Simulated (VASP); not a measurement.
Wanted: the native input for a VASP 6.6.1 run.

```yaml
Task: single point
Functional: PBE
Potentials_or_basis: VASP PAW PBE potentials, release 64 (Mo_sv, Ru_pv)
Cutoff: 520 eV
k_mesh: 4 × 4 × 4
Occupations: gaussian, width 0.1 eV
Spin: no spin polarisation
Dipole_correction: no
Further_INCAR_settings: ALGO = Normal; EDIFF = 1e-07; NBANDS = 51
```

The structure of MoRu2 lies in POSCAR:

```
MoRu2
1.0
    0.0000000000      3.5575120847      3.5575120847
    3.5575120847      0.0000000000      3.5575120847
    3.5575120847      3.5575120847      0.0000000000
Mo Ru
2 4
Direct
    0.2500000000      0.2500000000      0.2500000000
    0.0000000000      0.0000000000      0.0000000000
    0.6250000000      0.6250000000      0.6250000000
    0.6250000000      0.6250000000      0.1250000000
    0.6250000000      0.1250000000      0.6250000000
    0.1250000000      0.6250000000      0.6250000000
```

The input as run:

INCAR

```
  PREC = Accurate
  ENCUT = 520
  EDIFF = 1E-7
  ISMEAR = 0
  SIGMA = 0.1
  LREAL = F
  LASPH = T
  NELM = 60
  ALGO = Normal
  ISIF = 2
  LWAVE = F
  LCHARG = F
  GGA = PE
  NBANDS = 51
```

KPOINTS

```
Automatic mesh
0
Gamma
  4 4 4
```

Potentials or basis: VASP PAW PBE potentials, release 64 (Mo_sv, Ru_pv).

Launch:

```bash
$ cat potpaw_PBE.64/Mo_sv/POTCAR potpaw_PBE.64/Ru_pv/POTCAR > POTCAR
$ mpirun -np 1 vasp_std > vasp.out
```

Results of the run:

```yaml
Pressure: 0.1 GPa
Band_gap_on_the_k_mesh: zero (band 42 reaches 12.12 eV, above the bottom of band 43 at 11.60 eV)
```

Caveat: the k points lie up to 0.38 Å⁻¹ apart.

Run time: 28 s on 1 thread of AMD EPYC 9R45 96-Core Processor (Zen 5), on a shared host, peak memory 0.21 GiB.
